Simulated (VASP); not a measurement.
Write the native input for VASP 6.6.1 that does the following.

- Task: single point
- Functional: PBE
- Potentials or basis: VASP PAW PBE potentials, release 64 (Zn, S)
- Cutoff: 520 eV
- k mesh: 9 × 9 × 4
- Occupations: gaussian, width 0.05 eV
- Spin: no spin polarisation
- Dipole correction: no
- Further INCAR settings: ALGO = Normal; EDIFF = 1e-06; NBANDS = 26

The structure of ZnS lies in POSCAR:

```
ZnS
1.0
    3.8455587354      0.0000000000      0.0000000000
   -1.9227793677      3.3303515566      0.0000000000
    0.0000000000      0.0000000000      6.3037246812
Zn S
2 2
Direct
    0.2895423047      0.6470591271      0.0052003729
    0.7104576953      0.3529408729      0.5052003729
    0.3687208506      0.6825115136      0.3797996271
    0.6312791494      0.3174884864      0.8797996271
```

This cell differs from its parent crystal: mode 4 frozen in at -0.131 Å and mode 5 at -0.065 Å (largest displacements).

The input as run:

INCAR

```
SYSTEM = ZnS
  ALGO = Normal
  EDIFF = 1E-6
  ENCUT = 520
  GGA = PE
  ISIF = 2
  ISMEAR = 0
  LASPH = .TRUE.
  LCHARG = .FALSE.
  LREAL = .FALSE.
  LWAVE = .FALSE.
  NBANDS = 26
  NELM = 60
  PREC = Accurate
  SIGMA = 0.05
```

KPOINTS

```
k-points
0
G
  9 9 4
  0 0 0
```

Potentials or basis: VASP PAW PBE potentials, release 64 (Zn, S).

Run with:

```bash
$ cat potpaw_PBE.64/Zn/POTCAR potpaw_PBE.64/S/POTCAR > POTCAR
$ mpirun -np 1 vasp_std > vasp.out
```

Results of the run:

- Pressure: 0.0 GPa
- Largest force: 0.198 eV/Å
- Band gap on the k mesh: 2.00 eV, direct

Caveat: the cell differs from its parent crystal (mode 4 frozen in at -0.131 Å and mode 5 at -0.065 Å (largest displacements)).

It took 3.6 min on 1 thread of Intel Xeon 6975P-C, with other jobs on the host, peak memory 0.34 GiB.
